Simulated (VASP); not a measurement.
# EuZn3 (Pm-3m) in VASP: a series of runs

EuZn3 is run at these levels: PBEsol; tasks: single point.

Everything below comes from runs of VASP 6.6.1. Logs are shortened: lines on timing, memory, paths and dates and some standing lists are left out, and cuts for length are marked.

## 1. The cell of the first run

The structure is cubic, space group Pm-3m (No. 221). Conventional cell: a = 4.329 Å, b = 4.329 Å, c = 4.329 Å, α = 90.00°, β = 90.00°, γ = 90.00°. Eu (site symmetry m-3m) has 12 Zn at 3.06 Å within 4.0 Å. Zn (site symmetry 4/mmm) has 4 Eu at 3.06 Å and 8 Zn at 3.06 Å within 4.0 Å.

## 2. Single point, PBEsol, collinear spin, ferromagnetic start (20.29 Å³/atom)

File INCAR:

```
ALGO = Fast
EDIFF = 1E-6
ENCUT = 520
GGA = PS
ISIF = 2
ISMEAR = 0
ISPIN = 2
LASPH = True
LCHARG = True
LELF = True
LMAXMIX = 6
LORBIT = 11
LREAL = False
LVHAR = True
LWAVE = False
MAGMOM = 7.41 0 0 0
NBANDS = 38
NELM = 150
PREC = Accurate
SIGMA = 0.05
```

File KPOINTS:

```
k-points
0
Gamma
  8 8 8
```

File POSCAR:

```
EuZn3
1.0
    4.3292672713      0.0000000000      0.0000000000
    0.0000000000      4.3292672713      0.0000000000
    0.0000000000      0.0000000000      4.3292672713
Eu Zn
1 3
Direct
    0.0000000000      0.0000000000      0.0000000000
    0.0000000000      0.5000000000      0.5000000000
    0.5000000000      0.5000000000      0.0000000000
    0.5000000000      0.0000000000      0.5000000000
```

Potentials or basis: VASP PAW PBE potentials, release 64 (Eu, Zn).

Launch:

```console
cat potpaw_PBE.64/Eu/POTCAR potpaw_PBE.64/Zn/POTCAR > POTCAR
mpirun -np 1 vasp_std > vasp.out
```

OUTCAR:

```text
EDIFF = 1E-6
   ENCUT = 520
   GGA = PS
   ISIF = 2
   ISMEAR = 0
   ISPIN = 2
   LASPH = True
   LORBIT = 11
   LREAL = False
   NELM = 150
   PREC = Accurate

 ion  position               nearest neighbor table
   1  0.000  0.000  0.000-   2 3.06   3 3.06   4 3.06   2 3.06   4 3.06   2 3.06   3 3.06   2 3.06
                             3 3.06   4 3.06   4 3.06   3 3.06
   2  0.000  0.500  0.500-   1 3.06   1 3.06   1 3.06   1 3.06
   3  0.500  0.500  0.000-   1 3.06   1 3.06   1 3.06   1 3.06
   4  0.500  0.000  0.500-   1 3.06   1 3.06   1 3.06   1 3.06

  LATTYP: Found a simple cubic cell.
 ALAT       =     4.3292672713

  Lattice vectors:

 A1 = (   4.3292672713,   0.0000000000,   0.0000000000)
 A2 = (   0.0000000000,   4.3292672713,   0.0000000000)
 A3 = (   0.0000000000,   0.0000000000,   4.3292672713)

Analysis of symmetry for initial positions (statically):
=====================================================================
 Subroutine PRICEL returns:
 Original cell was already a primitive cell.

 Routine SETGRP: Setting up the symmetry group for a
 simple cubic supercell.

 Subroutine GETGRP returns: Found 48 space group operations
 (whereof 48 operations were pure point group operations)
 out of a pool of 48 trial point group operations.

The static configuration has the point symmetry O_h .

Analysis of symmetry for dynamics (positions and initial velocities):
=====================================================================
 Subroutine PRICEL returns:
 Original cell was already a primitive cell.

 Routine SETGRP: Setting up the symmetry group for a
 simple cubic supercell.

 Subroutine GETGRP returns: Found 48 space group operations
 (whereof 48 operations were pure point group operations)
 out of a pool of 48 trial point group operations.

The dynamic configuration has the point symmetry O_h .

Analysis of structural, dynamic, and magnetic symmetry:
=====================================================================
 Subroutine PRICEL returns:
 Original cell was already a primitive cell.

 Routine SETGRP: Setting up the symmetry group for a
 simple cubic supercell.

 Subroutine GETGRP returns: Found 48 space group operations
 (whereof 48 operations were pure point group operations)
 out of a pool of 48 trial point group operations.

The overall configuration has the point symmetry O_h .

 Subroutine INISYM returns: Found 48 space group operations
 (whereof 48 operations are pure point group operations),
 and found     1 'primitive' translations

[... 130 lines left out ...]
 RMM-DIIS sequential band-by-band and
 Gauss-broadening in eV      SIGMA  =   0.05
  energy-cutoff  :      520.00
  volume of cell :       81.14
 maximum number of plane-waves:      2272
   NGX = 17   NGY = 17   NGZ = 17

 number of electron      53.0000038 magnetization       7.4933067

 Free energy of the ion-electron system (eV)
  ---------------------------------------------------
  ext. energy  EPLUGINS =         0.00000000
  ---------------------------------------------------
  free energy    TOTEN  =       -16.74357356 eV

  energy without entropy =      -16.73707391  energy(sigma->0) =      -16.74032373

 E-fermi :   2.2753     XC(G=0): -10.8637

 val. band max:        2.2694750716   @ k =   0.3750   0.0000   0.0000
 cond. band min:       2.2760241000   @ k =   0.3750   0.1250   0.0000
 fundamental gap:      0.0065490284
 Fermi energy:         2.2753426825

 spin component 1

 k-point     1 :       0.0000    0.0000    0.0000
  band No.  band energies     occupation
      1     -38.7842      1.00000
      2     -17.5371      1.00000
      3     -17.5371      1.00000
      4     -17.5371      1.00000
      5      -5.6605      1.00000
      6      -5.0107      1.00000
[... 973 lines left out ...]
     37       8.0703      0.00000
     38       8.5259      0.00000

 [... further k-points ...]

 spin component 2

 k-point     1 :       0.0000    0.0000    0.0000
  band No.  band energies     occupation
      1     -35.7409      1.00000
      2     -15.2901      1.00000
      3     -15.2901      1.00000
      4     -15.2901      1.00000
      5      -5.3815      1.00000
      6      -4.9561      1.00000
[... 973 lines left out ...]
     37       8.6579      0.00000
     38       9.8550      0.00000

 [... further k-points ...]

------------------------ aborting loop because EDIFF is reached ----------------------------------------

  FORCE on cell =-STRESS in cart. coord.  units (eV):
  Direction    XX          YY          ZZ          XY          YZ          ZX
  --------------------------------------------------------------------------------------
  -------------------------------------------------------------------------------------
  Total       -0.4685497     -0.4685497     -0.4685497     -0.0000000     -0.0000000      0.0000000
  in kB       -9.2517328     -9.2517328     -9.2517328     -0.0000000     -0.0000000      0.0000000
  external PRESSURE =      -9.2517328 kB  Pullay stress =       0.0000000 kB

 VOLUME and BASIS-vectors are now :
 -----------------------------------------------------------------------------
  energy-cutoff  :      520.00
  volume of cell :       81.14
      direct lattice vectors                 reciprocal lattice vectors
     4.329267271  0.000000000  0.000000000     0.230985970  0.000000000  0.000000000
     0.000000000  4.329267271  0.000000000     0.000000000  0.230985970  0.000000000
     0.000000000  0.000000000  4.329267271     0.000000000  0.000000000  0.230985970

 POSITION                                       TOTAL-FORCE (eV/Angst)
 -----------------------------------------------------------------------------------
      0.00000      0.00000      0.00000         0.000000      0.000000      0.000000
      0.00000      2.16463      2.16463         0.000000      0.000000      0.000000
      2.16463      2.16463      0.00000         0.000000      0.000000      0.000000
      2.16463      0.00000      2.16463         0.000000      0.000000      0.000000
 -----------------------------------------------------------------------------------
    total drift:                                0.000000     -0.000000     -0.000000

  FREE ENERGIE OF THE ION-ELECTRON SYSTEM (eV)
  ---------------------------------------------------
  free  energy   TOTEN  =       -16.7435735577 eV

  energy  without entropy=      -16.7370739065  energy(sigma->0) =      -16.74032373

 total charge

# of ion       s       p       d       f       tot
--------------------------------------------------
    1        2.051   5.708   0.487   6.506  14.752
    2        0.695   0.309   9.710   0.000  10.714
    3        0.695   0.309   9.710   0.000  10.714
    4        0.695   0.309   9.710   0.000  10.714
--------------------------------------------------
tot          4.136   6.635  29.618   6.506  46.894

 magnetization (x)

# of ion       s       p       d       f       tot
--------------------------------------------------
    1       -0.006  -0.071   0.179   6.481   6.582
    2       -0.013   0.056   0.006   0.000   0.049
    3       -0.013   0.056   0.006   0.000   0.049
    4       -0.013   0.056   0.006   0.000   0.049
--------------------------------------------------
tot         -0.045   0.097   0.196   6.481   6.730
```

OSZICAR:

```text
N       E                     dE             d eps       ncg     rms          rms(c)
DAV:   1     0.338857967318E+03    0.33886E+03   -0.22484E+04  7152   0.544E+03
DAV:   2     0.453189318621E+02   -0.29354E+03   -0.26482E+03  6522   0.452E+02
DAV:   3    -0.995265233207E+01   -0.55272E+02   -0.53639E+02  6418   0.164E+02
[... 26 lines left out ...]
RMM:  30    -0.167435657537E+02   -0.33585E-05   -0.28872E-05  7681   0.909E-02    0.128E-02
RMM:  31    -0.167435682252E+02   -0.24715E-05   -0.20700E-05  7217   0.790E-02    0.105E-02
RMM:  32    -0.167435700413E+02   -0.18161E-05   -0.15146E-05  6824   0.682E-02    0.451E-03
RMM:  33    -0.167435715514E+02   -0.15101E-05   -0.12465E-05  6780   0.579E-02    0.365E-03
RMM:  34    -0.167435727292E+02   -0.11777E-05   -0.95191E-06  6456   0.529E-02    0.426E-03
RMM:  35    -0.167435735577E+02   -0.82852E-06   -0.64072E-06  5927   0.457E-02
   1 F= -.16743574E+02 E0= -.16740324E+02  d E =-.649965E-02  mag=     7.4933
```

Run time: 7.5 min. Hardware: 1 thread of Intel Xeon Platinum 8488C (Sapphire Rapids), shared host; peak memory 0.34 GiB.

What came out:

```yaml
Free_energy: -16.7436 eV
Pressure: -0.9 GPa
Net_moment: 7.49 μB per cell
Site_moments: Eu +6.58; Zn +0.05 μB
Valence_electrons_inside_the_program's_atomic_spheres: Eu 14.75; Zn 10.71
```

Levels at points of the mesh, in eV from the Fermi level:
Spin up:
```tsv
k point	band 26	band 27	band 28	band 29	band 30	band 31	band 32	band 33	band 34	band 35
(0.00, 0.00, 0.00)	-0.39	-0.39	-0.39	-0.27	0.79	0.79	0.79	3.49	3.49	3.49
(0.50, 0.00, 0.00)	-0.28	-0.25	-0.25	-0.23	-0.19	-0.19	1.80	3.56	3.60	3.83
(0.50, 0.50, 0.00)	-0.32	-0.28	-0.28	-0.26	-0.24	0.79	0.79	3.39	4.13	4.18
(0.50, 0.50, 0.50)	-0.61	-0.30	-0.30	-0.30	-0.10	-0.10	-0.10	-0.08	4.40	4.66
```
Spin down:
| k point | band 19 | band 20 | band 21 | band 22 | band 23 | band 24 | band 25 | band 26 | band 27 | band 28 |
| --- | --- | --- | --- | --- | --- | --- | --- | --- | --- | --- |
| (0.00, 0.00, 0.00) | -6.53 | -6.53 | -0.86 | -0.86 | 0.72 | 0.72 | 0.72 | 3.84 | 3.84 | 3.84 |
| (0.50, 0.00, 0.00) | -6.53 | -5.32 | -5.07 | 0.31 | 0.31 | 0.51 | 0.97 | 3.38 | 3.38 | 3.92 |
| (0.50, 0.50, 0.00) | -6.73 | -4.78 | -2.93 | -2.93 | -2.00 | 1.44 | 1.44 | 3.53 | 3.67 | 3.79 |
| (0.50, 0.50, 0.50) | -6.59 | -2.83 | -2.83 | -2.83 | -1.92 | 0.17 | 0.17 | 0.17 | 4.31 | 4.31 |

Caveat: the PAW data sets were made with another functional, which shifts forces and pressure a little; spin-orbit coupling is left out, which moves the levels of the heavy elements; semilocal functionals describe open f shells poorly, which spoils levels, moments and volumes.

## 3. Single point, PBEsol, collinear spin, ferromagnetic start

This run uses another cell than the first one, of 19.97 Å³/atom.

File INCAR:

```
ALGO     = Fast           # electronic algorithm
EDIFF    = 1E-7           # SCF threshold, eV
ENCUT    = 520            # plane-wave cutoff, eV
GGA      = PS             # functional
ISIF     = 2              # what is computed and relaxed
ISMEAR   = 0              # smearing method
ISPIN    = 2              # spin polarisation
LASPH    = True           # aspherical terms in the spheres
LCHARG   = False          # write CHGCAR
LMAXMIX  = 6              # l up to which the mixer works
LORBIT   = 11             # projections on sites
LREAL    = False          # projectors in reciprocal space
LWAVE    = False          # write WAVECAR
MAGMOM   = 7 0 0 0        # initial moments
NBANDS   = 38             # bands
NELM     = 150            # most SCF steps
PREC     = Accurate       # precision mode
SIGMA    = 0.05           # smearing width, eV
```

KPOINTS is that of step 2.

File POSCAR:

```
EuZn3
1.0
    4.3065341438      0.0000000000      0.0000000000
    0.0000000000      4.3065341438      0.0000000000
    0.0000000000      0.0000000000      4.3065341438
Eu Zn
1 3
Direct
    0.0000000000      0.0000000000      0.0000000000
    0.0000000000      0.5000000000      0.5000000000
    0.5000000000      0.5000000000      0.0000000000
    0.5000000000      0.0000000000      0.5000000000
```

Potentials or basis: VASP PAW PBE potentials, release 64 (Eu, Zn).

Launch:

```console
cat potpaw_PBE.64/Eu/POTCAR potpaw_PBE.64/Zn/POTCAR > POTCAR
mpirun -np 1 vasp_std > vasp.out
```

Wall time 7.6 min (1 thread of Intel Xeon Platinum 8488C (Sapphire Rapids), shared host); peak memory 0.34 GiB.

The run converged. Its results:

| Property | Result |
| --- | --- |
| Free energy | -16.7476 eV |
| Pressure | -0.2 GPa |
| Net moment | 7.50 μB per cell |
| Site moments | Eu +6.58; Zn +0.05 μB |
| Valence electrons inside the program's atomic spheres | Eu 14.76; Zn 10.72 |

Levels at points of the mesh, in eV from the Fermi level:
Spin up:
| k point | band 26 | band 27 | band 28 | band 29 | band 30 | band 31 | band 32 | band 33 | band 34 | band 35 |
| --- | --- | --- | --- | --- | --- | --- | --- | --- | --- | --- |
| (0.00, 0.00, 0.00) | -0.39 | -0.39 | -0.39 | -0.28 | 0.81 | 0.81 | 0.81 | 3.53 | 3.53 | 3.53 |
| (0.50, 0.00, 0.00) | -0.28 | -0.25 | -0.25 | -0.25 | -0.20 | -0.20 | 1.86 | 3.61 | 3.64 | 3.89 |
| (0.50, 0.50, 0.00) | -0.32 | -0.28 | -0.28 | -0.26 | -0.24 | 0.78 | 0.78 | 3.42 | 4.17 | 4.22 |
| (0.50, 0.50, 0.50) | -0.61 | -0.30 | -0.30 | -0.30 | -0.09 | -0.09 | -0.09 | -0.08 | 4.51 | 4.71 |
Spin down:
```csv
k point,band 21,band 22,band 23,band 24,band 25,band 26
"(0.00, 0.00, 0.00)",-0.84,-0.84,0.73,0.73,0.73,3.83
"(0.50, 0.00, 0.00)",-5.11,0.30,0.30,0.50,1.02,3.40
"(0.50, 0.50, 0.00)",-2.91,-2.91,-2.02,1.44,1.44,3.54
"(0.50, 0.50, 0.50)",-2.83,-2.83,-1.97,0.19,0.19,0.19
```

Caveat: the PAW data sets were made with another functional, which shifts forces and pressure a little; spin-orbit coupling is left out, which moves the levels of the heavy elements; semilocal functionals describe open f shells poorly, which spoils levels, moments and volumes. The state reached can hang on the start; a lower one may exist.
